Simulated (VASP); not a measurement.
# PbS (Cmcm) in VASP: further runs

The runs below take PbS through single point, with PBEsol.

All numbers are computed with VASP 6.6.1; they aren't measurements. Logs are shortened: lines on timing, memory, paths and dates and some standing lists are left out, and cuts for length are marked.

**1. The cell of the first run**

Symmetry: Cmcm, No. 63, orthorhombic system. Conventional cell: a = 4.160 Å, b = 11.983 Å, c = 4.279 Å, α = 90.00°, β = 90.00°, γ = 90.00°. Pb (site symmetry m2m) has 5 S at 2.69 to 2.99 Å within 3.5 Å. S (site symmetry m2m) has 5 Pb at 2.69 to 2.99 Å within 3.5 Å.

**2. Single point, PBEsol**

Contents of INCAR:

```
PREC = Accurate
ENCUT = 520
EDIFF = 1E-6
ISMEAR = 0
SIGMA = 0.01
LREAL = F
LASPH = T
NELM = 60
ALGO = Normal
ISIF = 2
LWAVE = F
LCHARG = F
GGA = PS
NBANDS = 28
```

Contents of KPOINTS:

```
regular mesh
0
Gamma
  4 4 4
```

Contents of POSCAR:

```
PbS
1.0
    2.0799526900     -5.9912968600      0.0000000000
    2.0799526900      5.9912968600      0.0000000000
    0.0000000000      0.0000000000      4.2793209400
Pb S
2 2
Direct
    0.8694366506      0.1305633494      0.7499999988
    0.1305633494      0.8694366506      0.2499999988
    0.6452029102      0.3547970898      0.7499999988
    0.3547970898      0.6452029102      0.2499999988
```

Potentials or basis: VASP PAW PBE potentials, release 64 (Pb_d, S).

Launch:

```console
$ cat potpaw_PBE.64/Pb_d/POTCAR potpaw_PBE.64/S/POTCAR > POTCAR
$ mpirun -np 1 vasp_std > vasp.out
```

OUTCAR:

```text
PREC = Accurate
   ENCUT = 520
   EDIFF = 1E-6
   ISMEAR = 0
   LREAL = F
   LASPH = T
   NELM = 60
   ISIF = 2
   GGA = PS

 ion  position               nearest neighbor table
   1  0.869  0.131  0.750-   3 2.69   4 2.99   4 2.99   4 2.99   4 2.99   2 3.79   2 3.79   2 4.13
                             2 4.13   2 4.13   2 4.13
   2  0.131  0.869  0.250-   4 2.69   3 2.99   3 2.99   3 2.99   3 2.99   1 3.79   1 3.79   1 4.13
                             1 4.13   1 4.13   1 4.13
   3  0.645  0.355  0.750-   1 2.69   2 2.99   2 2.99   2 2.99   2 2.99
   4  0.355  0.645  0.250-   2 2.69   1 2.99   1 2.99   1 2.99   1 2.99

  LATTYP: Found a base centered orthorhombic cell.
 ALAT       =     4.1599053800
 B/A-ratio  =     2.8804967001
 C/A-ratio  =     1.0287063164

  Lattice vectors:

 A1 = (   2.0799526900,  -5.9912968600,   0.0000000000)
 A2 = (   2.0799526900,   5.9912968600,   0.0000000000)
 A3 = (   0.0000000000,   0.0000000000,   4.2793209400)

Analysis of symmetry for initial positions (statically):
=====================================================================
 Subroutine PRICEL returns:
 Original cell was already a primitive cell.

 Routine SETGRP: Setting up the symmetry group for a
 base centered orthorhombic supercell.

 Subroutine GETGRP returns: Found  8 space group operations
 (whereof  4 operations were pure point group operations)
 out of a pool of  8 trial point group operations.

The static configuration has the point symmetry C_2h.
 The point group associated with its full space group is D_2h.

Analysis of symmetry for dynamics (positions and initial velocities):
=====================================================================
 Subroutine PRICEL returns:
 Original cell was already a primitive cell.

 Routine SETGRP: Setting up the symmetry group for a
 base centered orthorhombic supercell.

 Subroutine GETGRP returns: Found  8 space group operations
 (whereof  4 operations were pure point group operations)
 out of a pool of  8 trial point group operations.

The dynamic configuration has the point symmetry C_2h.
 The point group associated with its full space group is D_2h.

 Subroutine INISYM returns: Found  8 space group operations
 (whereof  4 operations are pure point group operations),
 and found     1 'primitive' translations

----------------------------------------------------------------------------------------

                                     Primitive cell

  volume of cell :     106.6545

  direct lattice vectors                    reciprocal lattice vectors
     2.079952690 -5.991296860  0.000000000     0.240390083 -0.083454386  0.000000000
     2.079952690  5.991296860  0.000000000     0.240390083  0.083454386  0.000000000
     0.000000000  0.000000000  4.279320940     0.000000000  0.000000000  0.233681936

  length of vectors
     6.342069162  6.342069162  4.279320940     0.254464195  0.254464195  0.233681936

  position of ions in fractional coordinates (direct lattice)
     0.869436651  0.130563349  0.749999999
     0.130563349  0.869436651  0.249999999
     0.645202910  0.354797090  0.749999999
     0.354797090  0.645202910  0.249999999

  ion indices of the primitive-cell ions
   primitive index   ion index
                 1           1
                 2           2
                 3           3
                 4           4

----------------------------------------------------------------------------------------

 KPOINTS: regular mesh

Automatic generation of k-mesh.
 Grid dimensions read from file:
 generate k-points for:    4    4    4

 Generating k-lattice:

  Cartesian coordinates                     Fractional coordinates (reciprocal lattice)
     0.060097521 -0.020863596  0.000000000     0.250000000  0.000000000  0.000000000
     0.060097521  0.020863596  0.000000000     0.000000000  0.250000000  0.000000000
     0.000000000  0.000000000  0.058420484     0.000000000  0.000000000  0.250000000

  Length of vectors
     0.063616049  0.063616049  0.058420484

  Shift w.r.t. Gamma in fractional coordinates (k-lattice)
     0.000000000  0.000000000  0.000000000

 Subroutine IBZKPT returns following result:
 ===========================================

 Found     21 irreducible k-points:

 Following reciprocal coordinates:
            Coordinates               Weight
  0.000000  0.000000  0.000000      1.000000
  0.250000  0.000000  0.000000      4.000000
  0.500000  0.000000  0.000000      2.000000
  0.250000  0.250000  0.000000      2.000000
  0.500000  0.250000  0.000000      4.000000
 -0.250000  0.250000  0.000000      2.000000
[... 13 lines left out ...]
 -0.250000  0.250000  0.500000      2.000000
  0.500000  0.500000  0.500000      1.000000
   k-points           NKPTS =     21   k-points in BZ     NKDIM =     21   number of bands    NBANDS=     28
   number of dos      NEDOS =    301   number of ions     NIONS =      4
   total plane-waves  NPLWV =  73728
   dimension x,y,z NGX =    48 NGY =   48 NGZ =   32
   dimension x,y,z NGXF=    96 NGYF=   96 NGZF=   64
   ions per type =               2   2
   NGX,Y,Z   is equivalent  to a cutoff of  12.58, 12.58, 12.43 a.u.
   NGXF,Y,Z  is equivalent  to a cutoff of  25.16, 25.16, 24.86 a.u.
 SYSTEM =  unknown system
   PREC   = accura    normal or accurate (medium, high low for compatibility)
   ISTART =      0    job   : 0-new  1-cont  2-samecut
   ICHARG =      2    charge: 1-file 2-atom 10-const
   ISPIN  =      1    spin polarized calculation?
   LNONCOLLINEAR =      F non collinear calculations
   LSORBIT =      F    spin-orbit coupling
   LASPH  =      T    aspherical Exc in radial PAW
   ENCUT  =  520.0 eV  38.22 Ry    6.18 a.u.  11.79 11.79  7.96*2*pi/ulx,y,z
   NELM   =     60;   NELMIN=  2; NELMDL= -5     # of ELM steps
   EDIFF  = 0.1E-05   stopping-criterion for ELM
   LREAL  =      F    real-space projection
   EDIFFG = 0.1E-04   stopping-criterion for IOM
   NSW    =      0    number of steps for IOM
   IBRION =     -1    ionic relax: 0-MD 1-quasi-New 2-CG
   NFREE  =      0    steps in history (QN), initial steepest desc. (CG)
   ISIF   =      2    stress and relaxation
   ISYM   =      2    0-nonsym 1-usesym 2-fastsym
   POTIM  = 0.5000    time-step for ionic-motion
   TEBEG  =    0.0;   TEEND  =   0.0 temperature during run
   PSTRESS=    0.0 pullay stress
   NELECT =      40.0000    total number of electrons
   NUPDOWN=      -1.0000    fix difference up-down
   EMIN   =  10.00;   EMAX   =-10.00  energy-range for DOS
   EFERMI =   0.00;   METHOD = LEGACY
   ISMEAR =     0;   SIGMA  =   0.01  broadening in eV -4-tet -1-fermi 0-gaus
   EFERMI_NEDOS =   21; number of points for ismear=-14 and -15
   IALGO  =     38    algorithm
   IMIX   =      4    mixing-type and parameters
     AMIX     =   0.40;   BMIX     =  1.00
     AMIX_MAG =   1.60;   BMIX_MAG =  1.00
  volume/ion in A,a.u.               =      26.66       179.94
  Fermi-wavevector in a.u.,A,eV,Ry     =   1.180597  2.231005 18.963935  1.393810
  Thomas-Fermi vector in A             =   2.316887
   LORBIT       =      0    0 simple, 1 ext, 2 COOP (PROOUT), +10 PAW based schemes
   GGA     = PS    functional components
   LHFCALC =     F    Hartree Fock is set to
   AEXX    =    0.0000 exact exchange contribution
   IVDW    =     0    specifies the selected vdW correction
   LEPSILON=     F    determine dielectric tensor
   LRPA    =     F    only Hartree local field effects (RPA)
 non-spin polarized calculation
 Gauss-broadening in eV      SIGMA  =   0.01
  energy-cutoff  :      520.00
  volume of cell :      106.65
 maximum number of plane-waves:      2904
   NGX = 23   NGY = 23   NGZ = 15

 number of electron      40.0000007 magnetization

 Free energy of the ion-electron system (eV)
  ---------------------------------------------------
  ext. energy  EPLUGINS =         0.00000000
  ---------------------------------------------------
  free energy    TOTEN  =       -18.76129381 eV

  energy without entropy =      -18.76129381  energy(sigma->0) =      -18.76129381

 E-fermi :   4.7859     XC(G=0):  -9.7828

 val. band max:        4.6745093389   @ k =   0.0000   0.0000   0.5000
 cond. band min:       5.8903255391   @ k =   0.5000   0.5000   0.0000
 fundamental gap:      1.2158162003
 Fermi energy:         4.7859074385

 k-point     1 :       0.0000    0.0000    0.0000
  band No.  band energies     occupation
      1     -11.5249      2.00000
      2     -11.4227      2.00000
      3     -11.4134      2.00000
      4     -11.4111      2.00000
      5     -11.3765      2.00000
      6     -11.3729      2.00000
[... 20 lines left out ...]
     27      10.8474      0.00000
     28      11.6754      0.00000

 k-point     2 :       0.2500    0.0000    0.0000
  band No.  band energies     occupation
      1     -11.4909      2.00000
      2     -11.4105      2.00000
      3     -11.4087      2.00000
      4     -11.3903      2.00000
      5     -11.3870      2.00000
      6     -11.3812      2.00000
[... 20 lines left out ...]
     27      11.6879      0.00000
     28      12.5962      0.00000

 k-point     3 :       0.5000    0.0000    0.0000
  band No.  band energies     occupation
      1     -11.4385      2.00000
      2     -11.4287      2.00000
      3     -11.4117      2.00000
      4     -11.4090      2.00000
      5     -11.3838      2.00000
      6     -11.3769      2.00000
[... 20 lines left out ...]
     27      12.6225      0.00000
     28      13.8709      0.00000

 k-point     4 :       0.2500    0.2500    0.0000
  band No.  band energies     occupation
      1     -11.4388      2.00000
      2     -11.4286      2.00000
      3     -11.4187      2.00000
      4     -11.3985      2.00000
      5     -11.3838      2.00000
      6     -11.3737      2.00000
[... 20 lines left out ...]
     27      12.7847      0.00000
     28      13.1541      0.00000

 k-point     5 :       0.5000    0.2500    0.0000
  band No.  band energies     occupation
      1     -11.4846      2.00000
      2     -11.4129      2.00000
      3     -11.4016      2.00000
      4     -11.3941      2.00000
      5     -11.3854      2.00000
      6     -11.3791      2.00000
[... 20 lines left out ...]
     27      11.4477      0.00000
     28      12.7460      0.00000

 k-point     6 :      -0.2500    0.2500    0.0000
  band No.  band energies     occupation
      1     -11.5212      2.00000
      2     -11.4268      2.00000
      3     -11.3990      2.00000
      4     -11.3959      2.00000
      5     -11.3841      2.00000
      6     -11.3788      2.00000
[... 370 lines left out ...]
      5     -11.3714      2.00000
      6     -11.3714      2.00000
[... 20 lines left out ...]
     27      11.4011      0.00000
     28      11.4011      0.00000

 k-point    19 :       0.5000    0.2500    0.5000
  band No.  band energies     occupation
      1     -11.4785      2.00000
      2     -11.4785      2.00000
      3     -11.4069      2.00000
      4     -11.4069      2.00000
      5     -11.3623      2.00000
      6     -11.3623      2.00000
[... 20 lines left out ...]
     27      11.6291      0.00000
     28      11.6291      0.00000

 k-point    20 :      -0.2500    0.2500    0.5000
  band No.  band energies     occupation
      1     -11.4495      2.00000
      2     -11.4495      2.00000
      3     -11.4014      2.00000
      4     -11.4014      2.00000
      5     -11.3766      2.00000
      6     -11.3766      2.00000
[... 20 lines left out ...]
     27      14.0641      0.00000
     28      14.0642      0.00000

 k-point    21 :       0.5000    0.5000    0.5000
  band No.  band energies     occupation
      1     -11.4543      2.00000
      2     -11.4543      2.00000
      3     -11.3946      2.00000
      4     -11.3946      2.00000
      5     -11.3772      2.00000
      6     -11.3772      2.00000
[... 20 lines left out ...]
     27      13.2791      0.00000
     28      13.2791      0.00000

------------------------ aborting loop because EDIFF is reached ----------------------------------------

  FORCE on cell =-STRESS in cart. coord.  units (eV):
  Direction    XX          YY          ZZ          XY          YZ          ZX
  --------------------------------------------------------------------------------------
  -------------------------------------------------------------------------------------
  Total       -1.3710294     -1.1686742     -1.4994984      0.0000000      0.0000000      0.0000000
  in kB      -20.5957784    -17.5559726    -22.5256557      0.0000000      0.0000000      0.0000000
  external PRESSURE =     -20.2258022 kB  Pullay stress =       0.0000000 kB

 VOLUME and BASIS-vectors are now :
 -----------------------------------------------------------------------------
  energy-cutoff  :      520.00
  volume of cell :      106.65
      direct lattice vectors                 reciprocal lattice vectors
     2.079952690 -5.991296860  0.000000000     0.240390083 -0.083454386  0.000000000
     2.079952690  5.991296860  0.000000000     0.240390083  0.083454386  0.000000000
     0.000000000  0.000000000  4.279320940     0.000000000  0.000000000  0.233681936

 POSITION                                       TOTAL-FORCE (eV/Angst)
 -----------------------------------------------------------------------------------
      2.07995     -4.42681      3.20949         0.000000      0.040865      0.000000
      2.07995      4.42681      1.06983         0.000000     -0.040865      0.000000
      2.07995     -1.73991      3.20949         0.000000     -0.019847      0.000000
      2.07995      1.73991      1.06983         0.000000      0.019847      0.000000
 -----------------------------------------------------------------------------------
    total drift:                                0.000000      0.000000      0.000007

  FREE ENERGIE OF THE ION-ELECTRON SYSTEM (eV)
  ---------------------------------------------------
  free  energy   TOTEN  =       -18.7612938053 eV

  energy  without entropy=      -18.7612938053  energy(sigma->0) =      -18.76129381
```

It took 2.7 min on 1 thread of AMD EPYC 7R13, shared host; peak memory 0.24 GiB.

What came out:

```
Free energy            : -18.7613 eV
Pressure               : -2.0 GPa
Largest force          : 0.041 eV/Å
Band gap on the k mesh : 1.22 eV, indirect (least direct gap 1.57 eV)
```

Forces in eV/Å, atoms in the order of the input:
```
Pb   0.000  0.041  0.000
Pb   0.000 -0.041  0.000
S    0.000 -0.020  0.000
S    0.000  0.020  0.000
```

Stress tensor (GPa, compression positive):
```
-2.06  0.00  0.00
 0.00 -1.76  0.00
 0.00  0.00 -2.25
```

Caveat: the PAW data sets were made with another functional, which shifts forces and pressure a little; spin-orbit coupling is left out, which moves the levels of the heavy elements. A k mesh can miss the band edges.

**3. Single point, PBEsol**

Contents of INCAR:

```
SYSTEM = PbS
  PREC = Accurate
  ENCUT = 520
  EDIFF = 1E-6
  ISMEAR = 0
  SIGMA = 0.01
  LREAL = .FALSE.
  LASPH = .TRUE.
  NELM = 60
  ALGO = Normal
  ISIF = 2
  LWAVE = .FALSE.
  LCHARG = .FALSE.
  GGA = PS
  NBANDS = 28
```

Contents of KPOINTS:

```
regular mesh
0
G
  4 4 4
  0 0 0
```

POSCAR is that of step 2.

Potentials or basis: VASP PAW PBE potentials, release 64 (Pb_d, S).

Launch:

```console
$ cat potpaw_PBE.64/Pb_d/POTCAR potpaw_PBE.64/S/POTCAR > POTCAR
$ mpirun -np 1 vasp_std > vasp.out
```

It took 2.9 min on 1 thread of AMD EPYC 7R13, shared host; peak memory 0.24 GiB.

It converged, with:

```yaml
Free_energy: -18.7613 eV
Pressure: -2.0 GPa
Largest_force: 0.041 eV/Å
Band_gap_on_the_k_mesh: 1.22 eV, indirect (least direct gap 1.57 eV)
```

Forces in eV/Å, atoms in the order of the input:
```
Pb   0.000  0.041  0.000
Pb   0.000 -0.041  0.000
S    0.000 -0.020  0.000
S    0.000  0.020  0.000
```

Stress tensor (GPa, compression positive):
```
-2.06  0.00  0.00
 0.00 -1.76  0.00
 0.00  0.00 -2.25
```

Levels at points of the mesh, in eV from the valence-band top:
```
           k point  band 16  band 17  band 18  band 19  band 20  band 21  band 22  band 23  band 24  band 25
(0.00, 0.00, 0.00)    -2.84    -2.27    -1.54    -1.36    -0.37     4.73     4.73     4.95     5.66     5.88
(0.50, 0.00, 0.00)    -1.92    -1.23    -1.05    -0.26    -0.26     1.82     1.92     2.29     3.04     3.23
(0.50, 0.50, 0.00)    -2.51    -1.82    -1.75    -1.19    -0.35     1.22     4.54     4.83     5.00     5.62
(0.00, 0.00, 0.50)    -2.64    -0.99    -0.99     0.00     0.00     1.86     1.86     2.85     2.85     5.07
(0.50, 0.00, 0.50)    -4.21    -3.02    -3.02    -1.32    -1.32     3.47     3.47     5.33     5.33     6.40
(0.50, 0.50, 0.50)    -1.10    -1.09    -1.09    -0.38    -0.38     1.75     1.75     3.27     3.27     3.54
```

Caveat: the PAW data sets were made with another functional, which shifts forces and pressure a little; spin-orbit coupling is left out, which moves the levels of the heavy elements.
